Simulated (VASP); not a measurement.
Input of a VASP 6.6.1 run:

File INCAR:

```
SYSTEM = GaAs
  PREC = Accurate
  ENCUT = 520
  EDIFF = 1E-8
  ISMEAR = 0
  SIGMA = 0.01
  LREAL = .FALSE.
  LASPH = .TRUE.
  NELM = 100
  ALGO = Normal
  ISIF = 2
  LWAVE = .FALSE.
  LCHARG = .TRUE.
  GGA = CA
  IBRION = 8
  NSW = 1
  LEPSILON = .TRUE.
```

KPOINTS

```
Automatic mesh
0
G
  12 12 12
  0 0 0
```

POSCAR

```
GaAs
1.0
    0.0000000000      2.5149591815      2.5149591815
    2.5149591815      0.0000000000      2.5149591815
    2.5149591815      2.5149591815      0.0000000000
Ga As
1 1
Direct
    0.0000000000      0.0000000000      0.0000000000
    0.7500000000      0.7500000000      0.7500000000
```

Potentials or basis: VASP PAW LDA potentials, release 64 (Ga_d, As).

Launch:

```sh
$ cat potpaw_LDA.64/Ga_d/POTCAR potpaw_LDA.64/As/POTCAR > POTCAR
$ mpirun -np 1 vasp_std > vasp.out
```

Q: What does it give for the electronic dielectric tensor (diagonal)?

A: 10.66.

Q: Predict the Born charges (mean of the diagonal).

A: Ga +1.50; As -1.50 e.

Q: What does it give for the highest phonon frequency at Γ, LO-TO splitting left out?

A: 396 cm⁻¹.

Electronic dielectric tensor:
```
10.66  0.00  0.00
 0.00 10.66  0.00
 0.00  0.00 10.66
```

Caveat: the cell stands under pressure or tension, which shifts response properties.
